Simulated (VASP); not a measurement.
Runs of VASP 6.6.1 on Mg7Cl. The structure is that of space group Fm-3m (No. 225), or close to it. The cells are those of the table. 

```csv
task,cell,k mesh,cutoff (eV),gap on the mesh (eV),pressure (GPa),relaxed volume (Å³/atom)
relaxation of cell and atoms,"relaxed from a = 5.814 Å, angles 60.0°, 8 atoms",4 × 4 × 4,600,none,0.0,23.26
relaxation of cell and atoms,"relaxed from a = 6.391 Å, angles 60.0°, 8 atoms",8 × 8 × 8,600,none,0.0,23.37
single point,"a = 6.391 Å, angles 60.0°, 8 atoms",4 × 4 × 4,520,none,(b),-
single point,"a = 5.814 Å, angles 60.0°, 8 atoms",4 × 4 × 4,520,none,16.9,-
single point,"a = 6.425 Å, angles 60.0°, 8 atoms",8 × 8 × 8,520,none,(a),-
```

Alike in all rows: level PBE; potentials or basis VASP PAW PBE potentials, release 64 (Mg, Cl); no spin polarisation; smearing gaussian 0.1 eV.

Task: Estimate the missing entries.

Result: (a) -0.1; (b) 0.3.

Caveats: an odd number of electrons without spin polarisation forces a metal; a magnetic or distorted state may lie lower; the volume moved by over 15 % at a fixed basis, so the end points are rough (some runs).

A gap of «none» marks levels without a gap at the run's occupations.
